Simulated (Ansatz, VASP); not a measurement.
NaI: VASP beside Ansatz

```
CELL_PARAMETERS angstrom
-0.15473 3.16091 3.16091
3.16091 -0.15473 3.16091
3.16091 3.16091 -0.15473
ATOMIC_POSITIONS crystal
Na 0.00000 0.00000 0.00000
I 0.50000 0.50000 0.50000
```

Alike in both runs: task single point; functional PBE; k mesh 8 × 8 × 8; occupations gaussian, width 0.05 eV; no spin polarisation.

|  | VASP | Ansatz |
| --- | --- | --- |
| version | VASP 6.6.1 | Ansatz 0.2.0 |
| potentials or method | VASP PAW PBE potentials, release 64 (Na_pv, I), cutoff 520 eV | scalar-relativistic, plane waves, PAW |
| valence electrons in the cell | 14 | 26 |

```csv
,VASP,Ansatz,Ansatz less VASP
gap on the k mesh at the Fermi level (eV),3.42,3.42,+0.003
least direct gap on the mesh (eV),3.42,3.42,+0.003
pressure (GPa),0.4,0.4,-0.01
"traceless stress, the component that is largest in VASP (GPa)",0.31,0.31,+0.001
```

VASP's potentials hold 14 valence electrons a cell and Ansatz's 26, so a difference there can come from the potentials and not from the codes.

Neither program's run includes spin-orbit coupling.
